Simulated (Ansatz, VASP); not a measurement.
# HfS2: VASP beside Ansatz

```
S Hf
1.0
     3.61785    0.00000    0.00000
    -1.80893    3.13315    0.00000
     0.00000    0.00000   29.56000
S Hf
2 1
Direct
  0.33333 0.66667 0.23627
  0.66667 0.33333 0.33477
  0.00000 0.00000 0.28552
```

Alike in both runs: functional PBE; dispersion D3(BJ); k mesh 12 × 12 × 1; occupations gaussian, width 0.03 eV; no spin polarisation.

Ansatz relaxed the structure, and its values are those at the end. VASP's run is a single point on that final structure, the one shown.

|  | VASP | Ansatz |
| --- | --- | --- |
| version | VASP 6.6.1 | Ansatz 0.2.0 |
| potentials or method | VASP PAW PBE potentials, release 64 (S, Hf_pv), cutoff 400 eV | scalar-relativistic, plane waves, PAW |
| valence electrons in the cell | 22 | 38 |

VASP gave:

- gap on the k mesh at the Fermi level (eV): 1.22
- least direct gap on the mesh (eV): 2.08
- rms of the force components (eV/Å): 0.031

Task: Which values does Ansatz return?

Result: gap on the k mesh at the Fermi level (eV): 1.21; least direct gap on the mesh (eV): 2.06; rms of the force components (eV/Å): 0.000.

VASP's potentials hold 22 valence electrons a cell and Ansatz's 38, so a difference there can come from the potentials and not from the codes. Ansatz's warnings: slab cell height set, structure snapped to symmetry.

Spin-orbit coupling is off throughout.
